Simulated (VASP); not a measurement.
# Rh (Fm-3m) in VASP: a series of runs

Runs on Rh. Level: PBE. Tasks: single point.

Program: VASP 6.6.1. These are calculated values, not measurements. Logs are shortened: lines on timing, memory, paths and dates and some standing lists are left out, and cuts for length are marked.

### 1 The cell of the first run

The structure is cubic, space group Fm-3m (No. 225). The conventional cell has a = 3.868 Å, b = 3.868 Å, c = 3.868 Å, α = 90.00°, β = 90.00°, γ = 90.00°. Rh (site symmetry m-3m) has 12 Rh at 2.74 Å within 3.6 Å.

### 2 Single point, PBE (volume scaled by 1.03)

Input file INCAR:

```
PREC     = Accurate       # precision mode
ENCUT    = 520            # plane-wave cutoff, eV
EDIFF    = 1E-6           # SCF threshold, eV
ISMEAR   = 0              # smearing method
SIGMA    = 0.1            # smearing width, eV
LREAL    = F              # projectors in reciprocal space
LASPH    = T              # aspherical terms in the spheres
NELM     = 100            # most SCF steps
ALGO     = Normal         # electronic algorithm
ISIF     = 2              # what is computed and relaxed
LWAVE    = F              # write WAVECAR
LCHARG   = F              # write CHGCAR
GGA      = PE             # functional
NBANDS   = 14             # bands
```

Input file KPOINTS:

```
Automatic mesh
0
Gamma
  18 18 18
```

Input file POSCAR:

```
Rh
1.0
    0.0000000000      1.9339505512      1.9339505512
    1.9339505512      0.0000000000      1.9339505512
    1.9339505512      1.9339505512      0.0000000000
Rh
1
Direct
    0.0000000000      0.0000000000      0.0000000000
```

Potentials or basis: VASP PAW PBE potentials, release 64 (Rh_pv).

The run is started by

```console
$ cat potpaw_PBE.64/Rh_pv/POTCAR > POTCAR
$ mpirun -np 1 vasp_std > vasp.out
```

OUTCAR:

```text
PREC = Accurate
   ENCUT = 520
   EDIFF = 1E-6
   ISMEAR = 0
   LREAL = F
   LASPH = T
   NELM = 100
   ISIF = 2
   GGA = PE

 ion  position               nearest neighbor table
   1  0.000  0.000  0.000-

  LATTYP: Found a face centered cubic cell.
 ALAT       =     3.8679011024

  Lattice vectors:

 A1 = (   0.0000000000,   1.9339505512,   1.9339505512)
 A2 = (   1.9339505512,   0.0000000000,   1.9339505512)
 A3 = (   1.9339505512,   1.9339505512,   0.0000000000)

Analysis of symmetry for initial positions (statically):
=====================================================================
 Subroutine PRICEL returns:
 Original cell was already a primitive cell.

 Routine SETGRP: Setting up the symmetry group for a
 face centered cubic supercell.

 Subroutine GETGRP returns: Found 48 space group operations
 (whereof 48 operations were pure point group operations)
 out of a pool of 48 trial point group operations.

The static configuration has the point symmetry O_h .

Analysis of symmetry for dynamics (positions and initial velocities):
=====================================================================
 Subroutine PRICEL returns:
 Original cell was already a primitive cell.

 Routine SETGRP: Setting up the symmetry group for a
 face centered cubic supercell.

 Subroutine GETGRP returns: Found 48 space group operations
 (whereof 48 operations were pure point group operations)
 out of a pool of 48 trial point group operations.

The dynamic configuration has the point symmetry O_h .

 Subroutine INISYM returns: Found 48 space group operations
 (whereof 48 operations are pure point group operations),
 and found     1 'primitive' translations

----------------------------------------------------------------------------------------

                                     Primitive cell

  volume of cell :      14.4666

  direct lattice vectors                    reciprocal lattice vectors
     0.000000000  1.933950551  1.933950551    -0.258538151  0.258538151  0.258538151
     1.933950551  0.000000000  1.933950551     0.258538151 -0.258538151  0.258538151
     1.933950551  1.933950551  0.000000000     0.258538151  0.258538151 -0.258538151

  length of vectors
     2.735019098  2.735019098  2.735019098     0.447801214  0.447801214  0.447801214

  position of ions in fractional coordinates (direct lattice)
     0.000000000  0.000000000  0.000000000

  ion indices of the primitive-cell ions
   primitive index   ion index
                 1           1

----------------------------------------------------------------------------------------

 KPOINTS: Automatic mesh

Automatic generation of k-mesh.
 Grid dimensions read from file:
 generate k-points for:   18   18   18

 Generating k-lattice:

  Cartesian coordinates                     Fractional coordinates (reciprocal lattice)
    -0.014363231  0.014363231  0.014363231     0.055555556  0.000000000  0.000000000
     0.014363231 -0.014363231  0.014363231     0.000000000  0.055555556  0.000000000
     0.014363231  0.014363231 -0.014363231     0.000000000  0.000000000  0.055555556

  Length of vectors
     0.024877845  0.024877845  0.024877845

  Shift w.r.t. Gamma in fractional coordinates (k-lattice)
     0.000000000  0.000000000  0.000000000

 Subroutine IBZKPT returns following result:
 ===========================================

 Found    195 irreducible k-points:

 Following reciprocal coordinates:
            Coordinates               Weight
  0.000000  0.000000  0.000000      1.000000
  0.055556  0.000000  0.000000      8.000000
  0.111111  0.000000  0.000000      8.000000
  0.166667  0.000000  0.000000      8.000000
  0.222222  0.000000  0.000000      8.000000
  0.277778  0.000000  0.000000      8.000000
[... 16 lines left out ...]
 -0.277778  0.055556  0.000000     24.000000
 -0.222222  0.055556  0.000000     24.000000
 [... further k-points ...]
   k-points           NKPTS =    195   k-points in BZ     NKDIM =    195   number of bands    NBANDS=     14
   number of dos      NEDOS =    301   number of ions     NIONS =      1
   total plane-waves  NPLWV =   8000
   dimension x,y,z NGX =    20 NGY =   20 NGZ =   20
   dimension x,y,z NGXF=    40 NGYF=   40 NGZF=   40
   ions per type =               1
   NGX,Y,Z   is equivalent  to a cutoff of  12.16, 12.16, 12.16 a.u.
   NGXF,Y,Z  is equivalent  to a cutoff of  24.31, 24.31, 24.31 a.u.
 SYSTEM =  unknown system
   PREC   = accura    normal or accurate (medium, high low for compatibility)
   ISTART =      0    job   : 0-new  1-cont  2-samecut
   ICHARG =      2    charge: 1-file 2-atom 10-const
   ISPIN  =      1    spin polarized calculation?
   LNONCOLLINEAR =      F non collinear calculations
   LSORBIT =      F    spin-orbit coupling
   LASPH  =      T    aspherical Exc in radial PAW
   ENCUT  =  520.0 eV  38.22 Ry    6.18 a.u.   5.09  5.09  5.09*2*pi/ulx,y,z
   NELM   =    100;   NELMIN=  2; NELMDL= -5     # of ELM steps
   EDIFF  = 0.1E-05   stopping-criterion for ELM
   LREAL  =      F    real-space projection
   EDIFFG = 0.1E-04   stopping-criterion for IOM
   NSW    =      0    number of steps for IOM
   IBRION =     -1    ionic relax: 0-MD 1-quasi-New 2-CG
   NFREE  =      0    steps in history (QN), initial steepest desc. (CG)
   ISIF   =      2    stress and relaxation
   ISYM   =      2    0-nonsym 1-usesym 2-fastsym
   POTIM  = 0.5000    time-step for ionic-motion
   TEBEG  =    0.0;   TEEND  =   0.0 temperature during run
   PSTRESS=    0.0 pullay stress
   NELECT =      15.0000    total number of electrons
   NUPDOWN=      -1.0000    fix difference up-down
   EMIN   =  10.00;   EMAX   =-10.00  energy-range for DOS
   EFERMI =   0.00;   METHOD = LEGACY
   ISMEAR =     0;   SIGMA  =   0.10  broadening in eV -4-tet -1-fermi 0-gaus
   EFERMI_NEDOS =   21; number of points for ismear=-14 and -15
   IALGO  =     38    algorithm
   IMIX   =      4    mixing-type and parameters
     AMIX     =   0.40;   BMIX     =  1.00
     AMIX_MAG =   1.60;   BMIX_MAG =  1.00
  volume/ion in A,a.u.               =      14.47        97.63
  Fermi-wavevector in a.u.,A,eV,Ry     =   1.656977  3.131233 37.355798  2.745574
  Thomas-Fermi vector in A             =   2.744809
   LORBIT       =      0    0 simple, 1 ext, 2 COOP (PROOUT), +10 PAW based schemes
   GGA     = PE    functional components
   LHFCALC =     F    Hartree Fock is set to
   AEXX    =    0.0000 exact exchange contribution
   IVDW    =     0    specifies the selected vdW correction
   LEPSILON=     F    determine dielectric tensor
   LRPA    =     F    only Hartree local field effects (RPA)
 non-spin polarized calculation
 Gauss-broadening in eV      SIGMA  =   0.10
  energy-cutoff  :      520.00
  volume of cell :       14.47
 maximum number of plane-waves:       397
   NGX = 11   NGY = 11   NGZ = 11

 number of electron      14.9999994 magnetization

 Free energy of the ion-electron system (eV)
  ---------------------------------------------------
  ext. energy  EPLUGINS =         0.00000000
  ---------------------------------------------------
  free energy    TOTEN  =        -7.25248006 eV

  energy without entropy =       -7.24493075  energy(sigma->0) =       -7.24870541

 E-fermi :  10.9937     XC(G=0): -13.7064

 val. band max:       10.9904297148   @ k =   0.5000   0.2222   0.1111
 cond. band min:      10.9942582229   @ k =   0.5000   0.3889   0.0556
 fundamental gap:      0.0038285081
 Fermi energy:        10.9937352236

 k-point     1 :       0.0000    0.0000    0.0000
  band No.  band energies     occupation
      1     -35.3048      2.00000
      2     -35.3048      2.00000
      3     -35.3048      2.00000
      4       3.4060      2.00000
      5       8.1463      2.00000
      6       8.1463      2.00000
      7       8.1463      2.00000
      8      10.0689      2.00000
      9      10.0689      2.00000
     10      27.0125      0.00000
     11      31.6625      0.00000
     12      32.1864      0.00000
     13      32.1864      0.00000
     14      32.1864      0.00000

 k-point     2 :       0.0556    0.0000    0.0000
  band No.  band energies     occupation
      1     -35.3238      2.00000
      2     -35.3073      2.00000
      3     -35.3073      2.00000
      4       3.5248      2.00000
      5       8.0956      2.00000
      6       8.1917      2.00000
      7       8.1917      2.00000
      8      10.0442      2.00000
      9      10.0442      2.00000
     10      27.1757      0.00000
     11      31.4847      0.00000
     12      31.6667      0.00000
     13      32.3523      0.00000
     14      32.3523      0.00000

 k-point     3 :       0.1111    0.0000    0.0000
  band No.  band energies     occupation
      1     -35.3784      2.00000
      2     -35.3148      2.00000
      3     -35.3148      2.00000
      4       3.8667      2.00000
      5       7.9683      2.00000
      6       8.3104      2.00000
      7       8.3104      2.00000
      8       9.9913      2.00000
      9       9.9913      2.00000
     10      27.6029      0.00000
     11      30.0409      0.00000
     12      31.6639      0.00000
     13      32.8317      0.00000
     14      32.8317      0.00000

 k-point     4 :       0.1667    0.0000    0.0000
  band No.  band energies     occupation
      1     -35.4614      2.00000
      2     -35.3263      2.00000
      3     -35.3263      2.00000
      4       4.3781      2.00000
      5       7.8428      2.00000
      6       8.4434      2.00000
      7       8.4434      2.00000
      8       9.9775      2.00000
      9       9.9775      2.00000
     10      27.9549      0.00000
     11      28.5642      0.00000
     12      31.6635      0.00000
     13      33.5670      0.00000
     14      33.5670      0.00000

 k-point     5 :       0.2222    0.0000    0.0000
  band No.  band energies     occupation
      1     -35.5624      2.00000
      2     -35.3403      2.00000
      3     -35.3403      2.00000
      4       4.9305      2.00000
      5       7.8725      2.00000
      6       8.4996      2.00000
      7       8.4996      2.00000
      8      10.0992      2.00000
      9      10.0992      2.00000
     10      26.5849      0.00000
     11      28.4778      0.00000
[... 276 lines left out ...]
 k-point    22 :      -0.3333    0.0556    0.0000
  band No.  band energies     occupation
      1     -35.7935      2.00000
      2     -35.3933      2.00000
      3     -35.3689      2.00000
      4       5.5018      2.00000
      5       8.2321      2.00000
      6       8.3306      2.00000
      7       9.2203      2.00000
      8      10.6723      1.99999
      9      11.4445      0.00000
     10      22.3816      0.00000
     11      27.4717      0.00000
     12      31.6617      0.00000
     13      32.1860      0.00000
     14      34.1633      0.00000

 k-point    23 :      -0.2778    0.0556    0.0000
  band No.  band energies     occupation
      1     -35.7022      2.00000
      2     -35.3808      2.00000
      3     -35.3541      2.00000
      4       5.4686      2.00000
      5       8.2643      2.00000
      6       8.4642      2.00000
      7       8.4690      2.00000
      8      10.2432      2.00000
      9      10.9412      1.54245
     10      24.2531      0.00000
     11      28.0743      0.00000
     12      31.6626      0.00000
     13      32.9517      0.00000
     14      35.6370      0.00000

 k-point    24 :      -0.2222    0.0556    0.0000
  band No.  band energies     occupation
      1     -35.5999      2.00000
      2     -35.3655      2.00000
      3     -35.3389      2.00000
      4       5.1860      2.00000
      5       7.8225      2.00000
      6       8.5106      2.00000
      7       8.5599      2.00000
      8       9.9003      2.00000
      9      10.5249      2.00000
     10      26.0728      0.00000
     11      28.5018      0.00000
     12      31.6630      0.00000
     13      33.2903      0.00000
     14      35.1938      0.00000

 [... further k-points ...]

------------------------ aborting loop because EDIFF is reached ----------------------------------------

  FORCE on cell =-STRESS in cart. coord.  units (eV):
  Direction    XX          YY          ZZ          XY          YZ          ZX
  --------------------------------------------------------------------------------------
  -------------------------------------------------------------------------------------
  Total       -0.6337665     -0.6337665     -0.6337665      0.0000000     -0.0000000      0.0000000
  in kB      -70.1897665    -70.1897665    -70.1897665      0.0000000     -0.0000000      0.0000000
  external PRESSURE =     -70.1897665 kB  Pullay stress =       0.0000000 kB

 VOLUME and BASIS-vectors are now :
 -----------------------------------------------------------------------------
  energy-cutoff  :      520.00
  volume of cell :       14.47
      direct lattice vectors                 reciprocal lattice vectors
     0.000000000  1.933950551  1.933950551    -0.258538151  0.258538151  0.258538151
     1.933950551  0.000000000  1.933950551     0.258538151 -0.258538151  0.258538151
     1.933950551  1.933950551  0.000000000     0.258538151  0.258538151 -0.258538151

 POSITION                                       TOTAL-FORCE (eV/Angst)
 -----------------------------------------------------------------------------------
      0.00000      0.00000      0.00000         0.000000      0.000000      0.000000
 -----------------------------------------------------------------------------------
    total drift:                                0.000000     -0.000000     -0.000000

  FREE ENERGIE OF THE ION-ELECTRON SYSTEM (eV)
  ---------------------------------------------------
  free  energy   TOTEN  =        -7.2524800637 eV

  energy  without entropy=       -7.2449307549  energy(sigma->0) =       -7.24870541
```

It took 20 s on 1 thread of Intel Xeon Platinum 8488C (Sapphire Rapids), shared host; peak memory 0.15 GiB.

Results:

```
Free energy : -7.2525 eV
Pressure    : -7.0 GPa
```

### 3 Single point, PBE (volume scaled by 1.06)

Input file INCAR:

```
  PREC = Accurate
  ENCUT = 520
  EDIFF = 1E-6
  ISMEAR = 0
  SIGMA = 0.1
  LREAL = False
  LASPH = True
  NELM = 80
  ALGO = Normal
  ISIF = 2
  LWAVE = False
  LCHARG = False
  GGA = PE
  NBANDS = 14
```

KPOINTS is that of step 2.

Input file POSCAR:

```
Rh
1.0
    0.0000000000      1.9525473704      1.9525473704
    1.9525473704      0.0000000000      1.9525473704
    1.9525473704      1.9525473704      0.0000000000
Rh
1
Direct
    0.0000000000      0.0000000000      0.0000000000
```

Potentials or basis: VASP PAW PBE potentials, release 64 (Rh_pv).

The run is started by

```console
$ cat potpaw_PBE.64/Rh_pv/POTCAR > POTCAR
$ mpirun -np 1 vasp_std > vasp.out
```

Wall time 21 s (1 thread of Intel Xeon Platinum 8488C (Sapphire Rapids), shared host); peak memory 0.16 GiB.

Results (log left out):

- Free energy: -7.2264 eV
- Pressure: -12.8 GPa

Levels at points of the mesh, in eV from the Fermi level:
```tsv
k point	band 4	band 5	band 6	band 7	band 8	band 9	band 10	band 11
(0.00, 0.00, 0.00)	-7.38	-2.72	-2.72	-2.72	-0.89	-0.89	16.02	20.76
(0.50, 0.00, 0.00)	-5.48	-2.78	-2.78	0.49	0.49	0.83	7.86	15.50
(0.50, 0.50, 0.00)	-5.60	-5.27	0.46	0.85	0.85	3.18	11.30	12.86
```

### 4 Single point, PBE (volume scaled by 1.10)

Input file INCAR:

```
SYSTEM = Rh
ALGO     = Normal         ! electronic algorithm
EDIFF    = 1E-6           ! SCF threshold, eV
ENCUT    = 520            ! plane-wave cutoff, eV
GGA      = PE             ! functional
ISIF     = 2              ! what is computed and relaxed
ISMEAR   = 0              ! smearing method
LASPH    = .True.         ! aspherical terms in the spheres
LCHARG   = .False.        ! write CHGCAR
LREAL    = .False.        ! projectors in reciprocal space
LWAVE    = .False.        ! write WAVECAR
NBANDS   = 14             ! bands
NELM     = 100            ! most SCF steps
PREC     = Accurate       ! precision mode
SIGMA    = 0.1            ! smearing width, eV
```

Input file KPOINTS:

```
k-points
0
Gamma
  18 18 18
  0 0 0
```

Input file POSCAR:

```
Rh
1.0
    0.0000000000      1.9768050976      1.9768050976
    1.9768050976      0.0000000000      1.9768050976
    1.9768050976      1.9768050976      0.0000000000
Rh
1
Direct
    0.0000000000      0.0000000000      0.0000000000
```

The run is started by

```console
$ cat potpaw_PBE.64/Rh_pv/POTCAR > POTCAR
$ mpirun -np 1 vasp_std > vasp.out
```

Run time: 23 s. Hardware: 1 thread of Intel Xeon Platinum 8488C (Sapphire Rapids), shared host; peak memory 0.17 GiB.

Results (log left out):

```yaml
Free_energy: -7.1703 eV
Pressure: -19.1 GPa
```

Levels at points of the mesh, in eV from the Fermi level:
```tsv
k point	band 5	band 6	band 7	band 8	band 9	band 10
(0.00, 0.00, 0.00)	-2.57	-2.57	-2.57	-0.84	-0.84	16.01
(0.50, 0.00, 0.00)	-2.62	-2.62	0.45	0.45	0.88	7.52
(0.50, 0.50, 0.00)	-4.98	0.43	0.79	0.79	3.15	10.87
```

### 5 Summary

| cell | gap on the mesh (eV) | pressure (GPa) |
| --- | --- | --- |
| a = 2.735 Å, angles 60.0°, 1 atom | none | -7.0 |
| a = 2.761 Å, angles 60.0°, 1 atom | none | -12.8 |
| a = 2.796 Å, angles 60.0°, 1 atom | none | -19.1 |

Alike in all rows: task single point; level PBE; potentials or basis VASP PAW PBE potentials, release 64 (Rh_pv); no spin polarisation; k mesh 18 × 18 × 18; cutoff (eV) 520; smearing gaussian 0.1 eV.

Total energies depend on the potentials used, so only differences within one code and one set of settings carry meaning.
